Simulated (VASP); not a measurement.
# CsCl (Pm-3m) in VASP: notebook

CsCl is run at these levels: PBEsol; tasks: single point.

Everything below comes from runs of VASP 6.6.1. Logs are shortened: lines on timing, memory, paths and dates and some standing lists are left out, and cuts for length are marked.

## 1. The cell of the first run

It takes space group Pm-3m (No. 221, cubic). Conventional cell: a = 4.065 Å, b = 4.065 Å, c = 4.065 Å, α = 90.00°, β = 90.00°, γ = 90.00°. Cs (site symmetry m-3m) has 8 Cl at 3.52 Å and 6 Cs at 4.07 Å within 4.6 Å. Within 4.6 Å of Cl (site symmetry m-3m) lie 8 Cs at 3.52 Å and 6 Cl at 4.07 Å.

## 2. Single point, PBEsol

INCAR

```
SYSTEM = CsCl
PREC     = Accurate       ! precision mode
ENCUT    = 500            ! plane-wave cutoff, eV
EDIFF    = 1E-6           ! SCF threshold, eV
ISMEAR   = 0              ! smearing method
SIGMA    = 0.01           ! smearing width, eV
LREAL    = .FALSE.        ! projectors in reciprocal space
LASPH    = .TRUE.         ! aspherical terms in the spheres
NELM     = 120            ! most SCF steps
ALGO     = Normal         ! electronic algorithm
ISIF     = 2              ! what is computed and relaxed
LWAVE    = .FALSE.        ! write WAVECAR
LCHARG   = .FALSE.        ! write CHGCAR
GGA      = PS             ! functional
NBANDS   = 15             ! bands
GGA_COMPAT= .FALSE.
```

KPOINTS

```
regular mesh
0
G
  6 6 6
  0 0 0
```

POSCAR

```
CsCl
1.0
    4.0653277099      0.0000000000      0.0000000000
    0.0000000000      4.0653277099      0.0000000000
    0.0000000000      0.0000000000      4.0653277099
Cs Cl
1 1
Direct
    0.0000000000      0.0000000000      0.0000000000
    0.5000000000      0.5000000000      0.5000000000
```

Potentials or basis: VASP PAW PBE potentials, release 64 (Cs_sv, Cl).

Launch:

```console
$ cat potpaw_PBE.64/Cs_sv/POTCAR potpaw_PBE.64/Cl/POTCAR > POTCAR
$ mpirun -np 1 vasp_std > vasp.out
```

OUTCAR:

```text
SYSTEM = CsCl
   PREC = Accurate
   ENCUT = 500
   EDIFF = 1E-6
   ISMEAR = 0
   LREAL = .FALSE.
   LASPH = .TRUE.
   NELM = 120
   ISIF = 2
   GGA = PS

 ion  position               nearest neighbor table
   1  0.000  0.000  0.000-
   2  0.500  0.500  0.500-

  LATTYP: Found a simple cubic cell.
 ALAT       =     4.0653277099

  Lattice vectors:

 A1 = (   4.0653277099,   0.0000000000,   0.0000000000)
 A2 = (   0.0000000000,   4.0653277099,   0.0000000000)
 A3 = (   0.0000000000,   0.0000000000,   4.0653277099)

Analysis of symmetry for initial positions (statically):
=====================================================================
 Subroutine PRICEL returns:
 Original cell was already a primitive cell.

 Routine SETGRP: Setting up the symmetry group for a
 simple cubic supercell.

 Subroutine GETGRP returns: Found 48 space group operations
[... 9 lines left out ...]

 Routine SETGRP: Setting up the symmetry group for a
 simple cubic supercell.

 Subroutine GETGRP returns: Found 48 space group operations
[... 11 lines left out ...]
                                     Primitive cell

  volume of cell :      67.1872

  direct lattice vectors                    reciprocal lattice vectors
     4.065327710  0.000000000  0.000000000     0.245982630  0.000000000  0.000000000
     0.000000000  4.065327710  0.000000000     0.000000000  0.245982630  0.000000000
     0.000000000  0.000000000  4.065327710     0.000000000  0.000000000  0.245982630

  length of vectors
     4.065327710  4.065327710  4.065327710     0.245982630  0.245982630  0.245982630

  position of ions in fractional coordinates (direct lattice)
     0.000000000  0.000000000  0.000000000
     0.500000000  0.500000000  0.500000000

  ion indices of the primitive-cell ions
   primitive index   ion index
                 1           1
                 2           2

----------------------------------------------------------------------------------------

 KPOINTS: regular mesh

Automatic generation of k-mesh.
 Grid dimensions read from file:
 generate k-points for:    6    6    6

 Generating k-lattice:

  Cartesian coordinates                     Fractional coordinates (reciprocal lattice)
     0.040997105  0.000000000  0.000000000     0.166666667  0.000000000  0.000000000
[... 57 lines left out ...]
   NSW    =      0    number of steps for IOM
   IBRION =     -1    ionic relax: 0-MD 1-quasi-New 2-CG
   NFREE  =      0    steps in history (QN), initial steepest desc. (CG)
   ISIF   =      2    stress and relaxation
   ISYM   =      2    0-nonsym 1-usesym 2-fastsym
   POTIM  = 0.5000    time-step for ionic-motion
   TEBEG  =    0.0;   TEEND  =   0.0 temperature during run
   PSTRESS=    0.0 pullay stress
   NELECT =      16.0000    total number of electrons
   NUPDOWN=      -1.0000    fix difference up-down
   EMIN   =  10.00;   EMAX   =-10.00  energy-range for DOS
   EFERMI =   0.00;   METHOD = LEGACY
   ISMEAR =     0;   SIGMA  =   0.01  broadening in eV -4-tet -1-fermi 0-gaus
   EFERMI_NEDOS =   21; number of points for ismear=-14 and -15
   IALGO  =     38    algorithm
   IMIX   =      4    mixing-type and parameters
     AMIX     =   0.40;   BMIX     =  1.00
     AMIX_MAG =   1.60;   BMIX_MAG =  1.00
  volume/ion in A,a.u.               =      33.59       226.70
  Fermi-wavevector in a.u.,A,eV,Ry     =   1.014735  1.917571 14.009741  1.029687
  Thomas-Fermi vector in A             =   2.147980
   LORBIT       =      0    0 simple, 1 ext, 2 COOP (PROOUT), +10 PAW based schemes
   GGA     = PS    functional components
   LHFCALC =     F    Hartree Fock is set to
   AEXX    =    0.0000 exact exchange contribution
   IVDW    =     0    specifies the selected vdW correction
   LEPSILON=     F    determine dielectric tensor
   LRPA    =     F    only Hartree local field effects (RPA)
 non-spin polarized calculation
 Gauss-broadening in eV      SIGMA  =   0.01
  energy-cutoff  :      500.00
  volume of cell :       67.19
 maximum number of plane-waves:      1743
 NGX is ok and might be reduce to    30
   NGX = 15   NGY = 15   NGZ = 15

 number of electron      16.0000008 magnetization

 Free energy of the ion-electron system (eV)
  ---------------------------------------------------
  ext. energy  EPLUGINS =         0.00000000
  ---------------------------------------------------
  free energy    TOTEN  =        -6.84492798 eV

  energy without entropy =       -6.84492798  energy(sigma->0) =       -6.84492798

 E-fermi :  -0.0381     XC(G=0):  -8.6740

 val. band max:       -0.1814042402   @ k =   0.0000   0.0000   0.0000
 cond. band min:       5.0293746845   @ k =   0.0000   0.0000   0.0000
 fundamental gap:      5.2107789247
 Fermi energy:        -0.0381251335

 k-point     1 :       0.0000    0.0000    0.0000
  band No.  band energies     occupation
      1     -19.5057      2.00000
      2     -12.3983      2.00000
      3      -5.9447      2.00000
      4      -5.9447      2.00000
      5      -5.9447      2.00000
      6      -0.1814      2.00000
      7      -0.1814      2.00000
      8      -0.1814      2.00000
      9       5.0294      0.00000
     10       5.0294      0.00000
     11       5.0564      0.00000
     12       9.9633      0.00000
     13       9.9633      0.00000
     14       9.9633      0.00000
[... 329 lines left out ...]
      2     -12.2114      2.00000
      3      -6.5424      2.00000
      4      -6.5424      2.00000
      5      -6.5424      2.00000
      6      -1.4298      2.00000
      7      -1.4298      2.00000
      8      -1.4298      2.00000
      9       8.4159      0.00000
     10       8.4159      0.00000
     11       8.4159      0.00000
     12      10.4294      0.00000
     13      10.4294      0.00000
     14      10.4294      0.00000
     15      12.6386      0.00000

------------------------ aborting loop because EDIFF is reached ----------------------------------------

  FORCE on cell =-STRESS in cart. coord.  units (eV):
  Direction    XX          YY          ZZ          XY          YZ          ZX
  --------------------------------------------------------------------------------------
  -------------------------------------------------------------------------------------
  Total        0.0345863      0.0345863      0.0345863     -0.0000000      0.0000000      0.0000000
  in kB        0.8247611      0.8247611      0.8247611     -0.0000000      0.0000000      0.0000000
  external PRESSURE =       0.8247611 kB  Pullay stress =       0.0000000 kB

 VOLUME and BASIS-vectors are now :
 -----------------------------------------------------------------------------
  energy-cutoff  :      500.00
  volume of cell :       67.19
      direct lattice vectors                 reciprocal lattice vectors
     4.065327710  0.000000000  0.000000000     0.245982630  0.000000000  0.000000000
     0.000000000  4.065327710  0.000000000     0.000000000  0.245982630  0.000000000
     0.000000000  0.000000000  4.065327710     0.000000000  0.000000000  0.245982630

 POSITION                                       TOTAL-FORCE (eV/Angst)
 -----------------------------------------------------------------------------------
      0.00000      0.00000      0.00000         0.000000      0.000000      0.000000
      2.03266      2.03266      2.03266         0.000000      0.000000      0.000000
 -----------------------------------------------------------------------------------
    total drift:                                0.000000      0.000000     -0.000000

  FREE ENERGIE OF THE ION-ELECTRON SYSTEM (eV)
  ---------------------------------------------------
  free  energy   TOTEN  =        -6.8449279765 eV

  energy  without entropy=       -6.8449279765  energy(sigma->0) =       -6.84492798
```

stdout:

```text
POSCAR found type information on POSCAR CsCl
 POSCAR found :  2 types and       2 ions
 scaLAPACK will be used
 -----------------------------------------------------------------------------
|                                                                             |
|                                                                             |
|     You enforced a specific xc type in the INCAR file but a different       |
|     I HOPE YOU KNOW WHAT YOU ARE DOING!                                     |
|                                                                             |
 -----------------------------------------------------------------------------

 LDA part: xc-table for (Slater+PW92), standard interpolation
 POSCAR, INCAR and KPOINTS ok, starting setup
 FFT: planning ... GRIDC
 FFT: planning ... GRID_SOFT
 FFT: planning ... GRID
 WAVECAR not read
 entering main loop
```

Run time: 14 s. Hardware: 1 thread of Intel Xeon Platinum 8259CL at 2.50GHz (Skylake/Cascade Lake), shared host; peak memory 0.17 GiB.

Results:

* Free energy: -6.8449 eV
* Pressure: 0.1 GPa
* Band gap on the k mesh: 5.21 eV, direct

Levels at points of the mesh, in eV from the valence-band top:
| k point | band 6 | band 7 | band 8 | band 9 | band 10 | band 11 |
| --- | --- | --- | --- | --- | --- | --- |
| (0.00, 0.00, 0.00) | 0.00 | 0.00 | 0.00 | 5.21 | 5.21 | 5.24 |
| (0.50, 0.00, 0.00) | -1.31 | -0.29 | -0.29 | 6.32 | 7.69 | 8.97 |
| (0.50, 0.50, 0.00) | -0.44 | -0.44 | -0.08 | 5.84 | 5.91 | 7.94 |
| (0.50, 0.50, 0.50) | -1.25 | -1.25 | -1.25 | 8.60 | 8.60 | 8.60 |

Caveat: the PAW data sets were made with another functional, which shifts forces and pressure a little; spin-orbit coupling is left out, which moves the levels of the heavy elements.

(Part 1 of 2 ends here.)
